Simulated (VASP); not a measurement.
NaI:

```
CELL_PARAMETERS angstrom
0.00000 3.23640 3.23640
3.23640 0.00000 3.23640
3.23640 3.23640 0.00000
ATOMIC_POSITIONS crystal
I 0.50000 0.50000 0.50000
Na 0.00000 0.00000 0.00000
```

Base run:

| Item | Value |
| --- | --- |
| Program | VASP 6.6.1 |
| Functional | r2SCAN |
| Potentials or basis | VASP PAW PBE potentials, release 64 (I, Na_pv) |
| Cutoff | 520 eV |
| k mesh | 8 × 8 × 8 |
| Occupations | gaussian, width 0.01 eV |
| Spin | no spin polarisation |

Its results: band gap on the k mesh 4.44 eV, direct; pressure -0.2 GPa.

Task: The run is repeated on the same cell with these changes: functional from r2SCAN to PBEsol; further incar settings from ALGO = Normal; EDIFF = 1e-07; NBANDS = 14 to ALGO = Normal; EDIFF = 1e-06; NBANDS = 14. What comes out?

Result: Band gap on the k mesh 3.51 eV, direct; pressure -0.5 GPa.

Caveats: the PAW data sets were made with another functional, which shifts forces and pressure a little; spin-orbit coupling is left out, which moves the levels of the heavy elements.

A k mesh can miss the band edges.
